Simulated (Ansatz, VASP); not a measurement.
## TiSi in VASP and in Ansatz

POSCAR

```
TiSi
1.0
    0.0000000000      2.5539218996      2.5539218996
    2.5539218996      0.0000000000      2.5539218996
    2.5539218996      2.5539218996      0.0000000000
Ti Si
1 1
Direct
    0.0000000000      0.0000000000      0.0000000000
    0.5000000000      0.5000000000      0.5000000000
```

The input INCAR.step1:

```
PREC = Accurate ; ENCUT = 550
ISMEAR = -1 ; SIGMA = 0.05
LREAL = F ; LASPH = T
NELM = 120 ; GGA = PE
ALGO = Normal ; EDIFF = 1E-5
LWAVE = T ; LCHARG = F
GGA_COMPAT = F ; IBRION = 2
ISIF = 3 ; EDIFFG = -0.005
NELMIN = 4 ; NSW = 100
```

Contents of INCAR.step2:

```
PREC = Accurate ; ENCUT = 550
EDIFF = 1E-7 ; ISMEAR = -1
SIGMA = 0.05 ; LREAL = F
LASPH = T ; NELM = 120
ALGO = Normal ; ISIF = 3
LWAVE = F ; LCHARG = F
METAGGA = R2SCAN ; LMIXTAU = T
IBRION = 2 ; NSW = 60
EDIFFG = -0.005 ; ISTART = 1
GGA_COMPAT = F ; NELMIN = 4
```

File KPOINTS:

```
Automatic mesh
0
Gamma
  13 13 13
```

Input for Ansatz:

```yaml
crystal:
  lattice:
    - [0.0, 2.5539218996, 2.5539218996]
    - [2.5539218996, 0.0, 2.5539218996]
    - [2.5539218996, 2.5539218996, 0.0]
  atoms:
    - { symbol: Ti, position: [0.0, 0.0, 0.0] }
    - { symbol: Si, position: [0.5, 0.5, 0.5] }
kpoints:
  mp_grid: { grid: [13, 13, 13] }
scf:
  occupations: { method: fermi_dirac, width: 0.05 }
hamiltonian:
  xc: r2scan
  pseudopotentials: { kind: paw }
output:
  forces: true
  stress: true
relax:
  f_tol: 0.005
  max_steps: 40
  cell: {}
```

Alike in both runs: task relaxation of cell and atoms; functional r2SCAN; k mesh 13 × 13 × 13; occupations fermi-dirac, width 0.05 eV; no spin polarisation.

|  | VASP | Ansatz |
| --- | --- | --- |
| version | VASP 6.6.1 | Ansatz 0.2.0 |
| potentials or method | VASP PAW PBE potentials, release 64 (Ti_sv, Si) | PAW with Ansatz's default frozen-core files, scalar-relativistic |
| plane-wave cutoff (eV) | 550 | 500 |
| valence electrons in the cell | 16 | 16 |

```tsv
	VASP	Ansatz	Ansatz less VASP
relaxed volume (Å³/atom)	16.50	16.47	-0.036
relaxed cell length with the largest relative difference (Å)	3.601	3.598	-0.0026
```

VASP's potentials were made for PBE, not for r2SCAN.
